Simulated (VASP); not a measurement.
Write the native input for VASP 6.6.1 that does the following.

```
Task                   : relaxation of cell and atoms
Functional             : PBE
Potentials or basis    : VASP PAW PBE potentials, release 64 (Cu, Mo_sv)
Cutoff                 : 600 eV
k mesh                 : 6 × 6 × 4
Occupations            : gaussian, width 0.1 eV
Spin                   : no spin polarisation
Dipole correction      : no
Further INCAR settings : ALGO = Normal; EDIFF = 1e-06; IBRION = 2; EDIFFG = -0.04; NSW = 90; ISIF = 3
```

The structure of Cu5Mo lies in POSCAR:

```
Cu5Mo
1.0
    5.0046579700      0.0000000000      0.0000000000
   -2.5023289900      4.3341609400      0.0000000000
    0.0000000000      0.0000000000      4.1091202500
Cu Mo
5 1
Direct
    0.5000000000      0.0000000000      0.5000000000
    0.5000000000      0.5000000000      0.5000000000
    0.0000000000      0.5000000000      0.5000000000
    0.3333333300      0.6666666700      0.0000000000
    0.6666666700      0.3333333300      0.0000000000
    0.0000000000      0.0000000000      0.0000000000
```

The cell was built from a structure type or drawn by symmetry, and may not be a known phase.

These files were run (other wordings do the same):

INCAR

```
PREC = Accurate
ENCUT = 600
EDIFF = 1E-6
ISMEAR = 0
SIGMA = 0.1
LREAL = False
LASPH = True
NELM = 100
ALGO = Normal
ISIF = 3
LWAVE = False
LCHARG = False
GGA = PE
IBRION = 2
NSW = 90
EDIFFG = -0.04
```

KPOINTS

```
regular mesh
0
Gamma
  6 6 4
```

Potentials or basis: VASP PAW PBE potentials, release 64 (Cu, Mo_sv).

The run is started by

```console
$ cat potpaw_PBE.64/Cu/POTCAR potpaw_PBE.64/Mo_sv/POTCAR > POTCAR
$ mpirun -np 1 vasp_std > vasp.out
```

Results of the run:

| Quantity | Value |
| --- | --- |
| Relaxed volume | 13.19 Å³/atom |
| Relaxed cell | a = 4.709 Å, b = 4.709 Å, c = 4.121 Å, α = 90.00°, β = 90.00°, γ = 120.00° |
| Space group after relaxing (to 0.1 Å) | P6/mmm (No. 191) |
| Energy gained by relaxing | 91.6 meV/atom |
| Ionic steps | 6 |
| Pressure after relaxing | 0.4 GPa |
| Band gap on the k mesh | zero (an odd number of electrons rules out a gap without spin polarisation) |

Caveat: the k points lie up to 0.38 Å⁻¹ apart in the final cell, too coarse for converged energies and pressures of a metal.

Run time: 5.3 min on 1 thread of Intel(R) Xeon(R) 6975P-C (Granite Rapids), on a shared host, peak memory 0.28 GiB.
